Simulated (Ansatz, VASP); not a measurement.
## CdSe: VASP beside Ansatz

The input POSCAR:

```
CdSe
1.0
    0.0000000000      2.9117775739      2.9117775739
    2.9117775739      0.0000000000      2.9117775739
    2.9117775739      2.9117775739      0.0000000000
Cd Se
1 1
Direct
    0.0000000000      0.0000000000      0.0000000000
    0.5000000000      0.5000000000      0.5000000000
```

File INCAR.step1:

```
SYSTEM = CdSe
ALGO = Normal ; EDIFF = 1E-5
ENCUT = 550 ; GGA = PE
GGA_COMPAT = .False. ; ISMEAR = 0
LASPH = .True. ; LCHARG = .False.
LREAL = .False. ; LWAVE = .True.
NBANDS = 16 ; NELM = 120
PREC = Accurate ; SIGMA = 0.01
```

File INCAR.step2:

```
SYSTEM = CdSe
ALGO = Normal ; EDIFF = 1E-6
ENCUT = 550 ; GGA_COMPAT = .False.
ISIF = 2 ; ISMEAR = 0
ISTART = 1 ; LASPH = .True.
LCHARG = .True. ; LELF = .True.
LMIXTAU = .True. ; LREAL = .False.
LVHAR = .True. ; LWAVE = .False.
METAGGA = R2SCAN ; NBANDS = 16
NELM = 120 ; PREC = Accurate
SIGMA = 0.01
```

Contents of KPOINTS:

```
k-points
0
Gamma
  5 5 5
  0 0 0
```

Input for Ansatz:

```yaml
crystal:
  lattice:
    - [0.0, 2.911777573884229, 2.911777573884229]
    - [2.911777573884229, 0.0, 2.911777573884229]
    - [2.911777573884229, 2.911777573884229, 0.0]
  atoms:
    - { symbol: Cd, position: [0.0, 0.0, 0.0] }
    - { symbol: Se, position: [0.5, 0.5, 0.5] }
basis:
  ecutwfc: 653.073269903712
kpoints:
  mp_grid:
    grid: [5, 5, 5]
hamiltonian:
  xc: r2scan
scf:
  occupations:
    method: fixed
output:
  stress: true
```

Alike in both runs: task single point; functional r2SCAN; k mesh 5 × 5 × 5; no spin polarisation.

|  | VASP | Ansatz |
| --- | --- | --- |
| version | VASP 6.6.1 | Ansatz 0.2.0 |
| potentials or method | VASP PAW PBE potentials, release 64 (Cd, Se), cutoff 550 eV | plane waves, PAW |
| occupations | gaussian, width 0.01 eV | fixed |
| valence electrons in the cell | 18 | 36 |

|  | VASP | Ansatz | Ansatz less VASP |
| --- | --- | --- | --- |
| pressure (GPa) | -3.9 | -4.1 | -0.26 |

VASP's potentials were made for PBE, not for r2SCAN. VASP's potentials hold 18 valence electrons a cell and Ansatz's 36, so a difference there can come from the potentials and not from the codes.
